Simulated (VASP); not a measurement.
# ScAl (Pm-3m) in VASP: single point with PBEsol

Aim: the single point of ScAl with PBEsol.

All numbers are computed with VASP 6.6.1; they aren't measurements. Logs are shortened: lines on timing, memory, paths and dates and some standing lists are left out, and cuts for length are marked.

**1. The cell of the first run**

The structure is cubic, space group Pm-3m (No. 221). The conventional cell has a = 3.539 Å, b = 3.539 Å, c = 3.539 Å, α = 90.00°, β = 90.00°, γ = 90.00°. Within 4.0 Å of Sc (site symmetry m-3m) lie 8 Al at 3.06 Å and 6 Sc at 3.54 Å. Within 4.0 Å of Al (site symmetry m-3m) lie 8 Sc at 3.06 Å and 6 Al at 3.54 Å.

**2. Single point, PBEsol (strain +0.050 along x and y, +0.050 along z)**

Input file INCAR:

```
PREC = Accurate ; ENCUT = 520
EDIFF = 1E-7 ; ISMEAR = 0
SIGMA = 0.15 ; LREAL = False
LASPH = True ; NELM = 100
ALGO = Fast ; ISIF = 2
LWAVE = False ; LCHARG = True
GGA = PS ; LELF = True
LVHAR = True ; NBANDS = 14
```

Input file KPOINTS:

```
Automatic mesh
0
Gamma
  14 14 14
```

Input file POSCAR:

```
ScAl
1.0
    3.5388664185      0.0000000000      0.0000000000
    0.0000000000      3.5388664185      0.0000000000
    0.0000000000      0.0000000000      3.5388664185
Sc Al
1 1
Direct
    0.5000000000      0.5000000000      0.5000000000
    0.0000000000      0.0000000000      0.0000000000
```

Potentials or basis: VASP PAW PBE potentials, release 64 (Sc_sv, Al).

The run is started by

```
cat potpaw_PBE.64/Sc_sv/POTCAR potpaw_PBE.64/Al/POTCAR > POTCAR
mpirun -np 1 vasp_std > vasp.out
```

OUTCAR:

```text
PREC = Accurate
   ENCUT = 520
   EDIFF = 1E-7
   ISMEAR = 0
   LREAL = False
   LASPH = True
   NELM = 100
   ISIF = 2
   GGA = PS

 ion  position               nearest neighbor table
   1  0.500  0.500  0.500-   2 3.06   2 3.06   2 3.06   2 3.06   2 3.06   2 3.06   2 3.06   2 3.06

   2  0.000  0.000  0.000-   1 3.06   1 3.06   1 3.06   1 3.06   1 3.06   1 3.06   1 3.06   1 3.06

  LATTYP: Found a simple cubic cell.
 ALAT       =     3.5388664185

  Lattice vectors:

 A1 = (   3.5388664185,   0.0000000000,   0.0000000000)
 A2 = (   0.0000000000,   3.5388664185,   0.0000000000)
 A3 = (   0.0000000000,   0.0000000000,   3.5388664185)

Analysis of symmetry for initial positions (statically):
=====================================================================
 Subroutine PRICEL returns:
 Original cell was already a primitive cell.

 Routine SETGRP: Setting up the symmetry group for a
 simple cubic supercell.

 Subroutine GETGRP returns: Found 48 space group operations
 (whereof 48 operations were pure point group operations)
 out of a pool of 48 trial point group operations.

The static configuration has the point symmetry O_h .

Analysis of symmetry for dynamics (positions and initial velocities):
=====================================================================
 Subroutine PRICEL returns:
 Original cell was already a primitive cell.

 Routine SETGRP: Setting up the symmetry group for a
 simple cubic supercell.

 Subroutine GETGRP returns: Found 48 space group operations
 (whereof 48 operations were pure point group operations)
 out of a pool of 48 trial point group operations.

The dynamic configuration has the point symmetry O_h .

 Subroutine INISYM returns: Found 48 space group operations
 (whereof 48 operations are pure point group operations),
 and found     1 'primitive' translations

----------------------------------------------------------------------------------------

                                     Primitive cell

  volume of cell :      44.3193

  direct lattice vectors                    reciprocal lattice vectors
     3.538866419  0.000000000  0.000000000     0.282576363  0.000000000  0.000000000
     0.000000000  3.538866419  0.000000000     0.000000000  0.282576363  0.000000000
     0.000000000  0.000000000  3.538866419     0.000000000  0.000000000  0.282576363

  length of vectors
     3.538866419  3.538866419  3.538866419     0.282576363  0.282576363  0.282576363

  position of ions in fractional coordinates (direct lattice)
     0.500000000  0.500000000  0.500000000
     0.000000000  0.000000000  0.000000000

  ion indices of the primitive-cell ions
   primitive index   ion index
                 1           1
                 2           2

----------------------------------------------------------------------------------------

 KPOINTS: Automatic mesh

Automatic generation of k-mesh.
 Grid dimensions read from file:
 generate k-points for:   14   14   14

 Generating k-lattice:

  Cartesian coordinates                     Fractional coordinates (reciprocal lattice)
     0.020184026  0.000000000  0.000000000     0.071428571  0.000000000  0.000000000
     0.000000000  0.020184026  0.000000000     0.000000000  0.071428571  0.000000000
     0.000000000  0.000000000  0.020184026     0.000000000  0.000000000  0.071428571

  Length of vectors
     0.020184026  0.020184026  0.020184026

  Shift w.r.t. Gamma in fractional coordinates (k-lattice)
     0.000000000  0.000000000  0.000000000

 Subroutine IBZKPT returns following result:
 ===========================================

 Found    120 irreducible k-points:

 Following reciprocal coordinates:
            Coordinates               Weight
  0.000000  0.000000  0.000000      1.000000
  0.071429  0.000000  0.000000      6.000000
  0.142857  0.000000  0.000000      6.000000
  0.214286  0.000000  0.000000      6.000000
  0.285714  0.000000  0.000000      6.000000
  0.357143  0.000000  0.000000      6.000000
[... 16 lines left out ...]
  0.285714  0.214286  0.000000     24.000000
  0.357143  0.214286  0.000000     24.000000
 [... further k-points ...]
   k-points           NKPTS =    120   k-points in BZ     NKDIM =    120   number of bands    NBANDS=     14
   number of dos      NEDOS =    301   number of ions     NIONS =      2
   total plane-waves  NPLWV =  21952
   dimension x,y,z NGX =    28 NGY =   28 NGZ =   28
   dimension x,y,z NGXF=    56 NGYF=   56 NGZF=   56
   ions per type =               1   1
   NGX,Y,Z   is equivalent  to a cutoff of  13.15, 13.15, 13.15 a.u.
   NGXF,Y,Z  is equivalent  to a cutoff of  26.31, 26.31, 26.31 a.u.
 SYSTEM =  unknown system
   PREC   = accura    normal or accurate (medium, high low for compatibility)
   ISTART =      0    job   : 0-new  1-cont  2-samecut
   ICHARG =      2    charge: 1-file 2-atom 10-const
   ISPIN  =      1    spin polarized calculation?
   LNONCOLLINEAR =      F non collinear calculations
   LSORBIT =      F    spin-orbit coupling
   LASPH  =      T    aspherical Exc in radial PAW
   ENCUT  =  520.0 eV  38.22 Ry    6.18 a.u.   6.58  6.58  6.58*2*pi/ulx,y,z
   NELM   =    100;   NELMIN=  2; NELMDL= -5     # of ELM steps
   EDIFF  = 0.1E-06   stopping-criterion for ELM
   LREAL  =      F    real-space projection
   EDIFFG = 0.1E-05   stopping-criterion for IOM
   NSW    =      0    number of steps for IOM
   IBRION =     -1    ionic relax: 0-MD 1-quasi-New 2-CG
   NFREE  =      0    steps in history (QN), initial steepest desc. (CG)
   ISIF   =      2    stress and relaxation
   ISYM   =      2    0-nonsym 1-usesym 2-fastsym
   POTIM  = 0.5000    time-step for ionic-motion
   TEBEG  =    0.0;   TEEND  =   0.0 temperature during run
   PSTRESS=    0.0 pullay stress
   NELECT =      14.0000    total number of electrons
   NUPDOWN=      -1.0000    fix difference up-down
   EMIN   =  10.00;   EMAX   =-10.00  energy-range for DOS
   EFERMI =   0.00;   METHOD = LEGACY
   ISMEAR =     0;   SIGMA  =   0.15  broadening in eV -4-tet -1-fermi 0-gaus
   EFERMI_NEDOS =   21; number of points for ismear=-14 and -15
   IALGO  =     68    algorithm
   IMIX   =      4    mixing-type and parameters
     AMIX     =   0.40;   BMIX     =  1.00
     AMIX_MAG =   1.60;   BMIX_MAG =  1.00
  volume/ion in A,a.u.               =      22.16       149.54
  Fermi-wavevector in a.u.,A,eV,Ry     =   1.114945  2.106940 16.913426  1.243102
  Thomas-Fermi vector in A             =   2.251545
   LORBIT       =      0    0 simple, 1 ext, 2 COOP (PROOUT), +10 PAW based schemes
   GGA     = PS    functional components
   LHFCALC =     F    Hartree Fock is set to
   AEXX    =    0.0000 exact exchange contribution
   IVDW    =     0    specifies the selected vdW correction
   LEPSILON=     F    determine dielectric tensor
   LRPA    =     F    only Hartree local field effects (RPA)
 non-spin polarized calculation
 RMM-DIIS sequential band-by-band and
 Gauss-broadening in eV      SIGMA  =   0.15
  energy-cutoff  :      520.00
  volume of cell :       44.32
 maximum number of plane-waves:      1222
 NGX is ok and might be reduce to    28
   NGX = 13   NGY = 13   NGZ = 13

 number of electron      14.0000006 magnetization

 Free energy of the ion-electron system (eV)
  ---------------------------------------------------
  ext. energy  EPLUGINS =         0.00000000
  ---------------------------------------------------
  free energy    TOTEN  =       -11.39132404 eV

  energy without entropy =      -11.37939662  energy(sigma->0) =      -11.38536033

 E-fermi :   4.8898     XC(G=0):  -9.8304

 val. band max:        4.8893379384   @ k =   0.5000   0.3571   0.0714
 cond. band min:       4.8999841181   @ k =   0.4286   0.1429   0.0714
 fundamental gap:      0.0106461797
 Fermi energy:         4.8898313356

 k-point     1 :       0.0000    0.0000    0.0000
  band No.  band energies     occupation
      1     -44.7737      2.00000
      2     -23.4440      2.00000
      3     -23.4440      2.00000
      4     -23.4440      2.00000
      5      -3.0005      2.00000
      6       4.4177      1.99999
      7       4.4177      1.99999
      8       7.1647      0.00000
      9       7.1647      0.00000
     10       7.1647      0.00000
     11       8.0678      0.00000
     12       8.0678      0.00000
     13       8.0678      0.00000
     14      12.5874      0.00000

 k-point     2 :       0.0714    0.0000    0.0000
  band No.  band energies     occupation
      1     -44.7733      2.00000
      2     -23.4492      2.00000
      3     -23.4436      2.00000
      4     -23.4436      2.00000
      5      -2.9362      2.00000
      6       4.3408      2.00000
      7       4.4484      1.99997
      8       6.9519      0.00000
      9       6.9519      0.00000
     10       7.1732      0.00000
     11       7.8406      0.00000
     12       8.3282      0.00000
     13       8.3282      0.00000
     14      12.6742      0.00000

 k-point     3 :       0.1429    0.0000    0.0000
  band No.  band energies     occupation
      1     -44.7723      2.00000
      2     -23.4637      2.00000
      3     -23.4423      2.00000
      4     -23.4423      2.00000
      5      -2.7452      2.00000
      6       4.0556      2.00000
      7       4.5371      1.99912
      8       6.5856      0.00000
      9       6.5856      0.00000
     10       7.1972      0.00000
     11       7.4625      0.00000
     12       8.8401      0.00000
     13       8.8401      0.00000
     14      12.3630      0.00000

 k-point     4 :       0.2143    0.0000    0.0000
  band No.  band energies     occupation
      1     -44.7708      2.00000
      2     -23.4845      2.00000
      3     -23.4405      2.00000
      4     -23.4405      2.00000
      5      -2.4324      2.00000
      6       3.4930      2.00000
      7       4.6733      1.95879
      8       6.2375      0.00000
      9       6.2375      0.00000
     10       7.2322      0.00000
     11       7.3074      0.00000
     12       9.4390      0.00000
     13       9.4390      0.00000
     14      11.9802      0.00000

 k-point     5 :       0.2857    0.0000    0.0000
  band No.  band energies     occupation
      1     -44.7691      2.00000
      2     -23.5075      2.00000
      3     -23.4384      2.00000
      4     -23.4384      2.00000
      5      -2.0074      2.00000
      6       2.7212      2.00000
      7       4.8375      1.37820
      8       5.9472      0.00000
      9       5.9472      0.00000
     10       7.2717      0.00000
     11       7.4243      0.00000
[... 276 lines left out ...]
 k-point    22 :       0.2143    0.2143    0.0000
  band No.  band energies     occupation
      1     -44.7679      2.00000
      2     -23.4815      2.00000
      3     -23.4789      2.00000
      4     -23.4370      2.00000
      5      -1.8994      2.00000
      6       3.8095      2.00000
      7       3.8367      2.00000
      8       5.6555      0.00000
      9       6.2077      0.00000
     10       6.7851      0.00000
     11       7.8932      0.00000
     12       8.3889      0.00000
     13      10.3248      0.00000
     14      12.0621      0.00000

 k-point    23 :       0.2857    0.2143    0.0000
  band No.  band energies     occupation
      1     -44.7663      2.00000
      2     -23.5029      2.00000
      3     -23.4777      2.00000
      4     -23.4349      2.00000
      5      -1.5048      2.00000
      6       3.0886      2.00000
      7       4.0408      2.00000
      8       5.5841      0.00000
      9       6.0796      0.00000
     10       6.7438      0.00000
     11       7.8225      0.00000
     12       8.6253      0.00000
     13      10.7820      0.00000
     14      11.7669      0.00000

 k-point    24 :       0.3571    0.2143    0.0000
  band No.  band energies     occupation
      1     -44.7648      2.00000
      2     -23.5231      2.00000
      3     -23.4755      2.00000
      4     -23.4331      2.00000
      5      -1.0312      2.00000
      6       2.3090      2.00000
      7       4.2809      2.00000
      8       5.4712      0.00000
      9       5.9293      0.00000
     10       6.7761      0.00000
     11       7.8506      0.00000
     12       9.0008      0.00000
     13      11.2241      0.00000
     14      11.2877      0.00000

 [... further k-points ...]
[... 5 lines left out ...]
  --------------------------------------------------------------------------------------
  -------------------------------------------------------------------------------------
  Total       -2.6842054     -2.6842054     -2.6842054      0.0000000      0.0000000     -0.0000000
  in kB      -97.0362097    -97.0362097    -97.0362097      0.0000000      0.0000000     -0.0000000
  external PRESSURE =     -97.0362097 kB  Pullay stress =       0.0000000 kB

 VOLUME and BASIS-vectors are now :
 -----------------------------------------------------------------------------
  energy-cutoff  :      520.00
  volume of cell :       44.32
      direct lattice vectors                 reciprocal lattice vectors
     3.538866419  0.000000000  0.000000000     0.282576363  0.000000000  0.000000000
     0.000000000  3.538866419  0.000000000     0.000000000  0.282576363  0.000000000
     0.000000000  0.000000000  3.538866419     0.000000000  0.000000000  0.282576363

 POSITION                                       TOTAL-FORCE (eV/Angst)
 -----------------------------------------------------------------------------------
      1.76943      1.76943      1.76943         0.000000      0.000000      0.000000
      0.00000      0.00000      0.00000         0.000000      0.000000      0.000000
 -----------------------------------------------------------------------------------
    total drift:                                0.000000      0.000000      0.000000

  FREE ENERGIE OF THE ION-ELECTRON SYSTEM (eV)
  ---------------------------------------------------
  free  energy   TOTEN  =       -11.3913240356 eV

  energy  without entropy=      -11.3793966227  energy(sigma->0) =      -11.38536033
```

Run time: 38 s. Hardware: 1 thread of Intel Xeon 6975P-C (Granite Rapids), shared host; peak memory 0.2 GiB.

What came out:

| Quantity | Value |
| --- | --- |
| Free energy | -11.3913 eV |
| Pressure | -9.7 GPa |
| Band gap on the k mesh | zero (bands 7 and 8 overlap by 1.37 eV) |

Caveat: the cell differs from its parent crystal (strain +0.050 along x and y, +0.050 along z); the cell stands under tension; the PAW data sets were made with another functional, which shifts forces and pressure a little.
